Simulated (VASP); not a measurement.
Here is a VASP 6.6.1 calculation.

File INCAR:

```
  ALGO = Normal
  EDIFF = 1E-6
  ENCUT = 520
  GGA = PE
  ISIF = 2
  ISMEAR = -1
  LASPH = True
  LCHARG = False
  LREAL = False
  LWAVE = False
  NBANDS = 16
  NELM = 100
  PREC = Accurate
  SIGMA = 0.05
```

Contents of KPOINTS:

```
k-points
0
Gamma
  14 14 14
```

The input POSCAR:

```
CoSi2
1.0
   -1.6011524492      1.6011524492      3.5206903003
    1.6011524492     -1.6011524492      3.5206903003
    1.6011524492      1.6011524492     -3.5206903003
Co Si
1 2
Direct
    0.0000000000      0.0000000000      0.0000000000
    0.3345954708      0.3345954708      0.0000000000
   -0.3345954708     -0.3345954708      0.0000000000
```

Potentials or basis: VASP PAW PBE potentials, release 64 (Co, Si).

Command:

```bash
$ cat potpaw_PBE.64/Co/POTCAR potpaw_PBE.64/Si/POTCAR > POTCAR
$ mpirun -np 1 vasp_std > vasp.out
```

Q: Estimate the pressure.

A: 0.0 GPa.

Q: Estimate the largest force.

A: 0.003 eV/Å.

Forces in eV/Å, atoms in the order of the input:
```
Co   0.000  0.000  0.000
Si   0.000  0.000  0.003
Si   0.000  0.000 -0.003
```

Spin polarisation is off, so any magnetic state and its effect on volume and gap are missing.
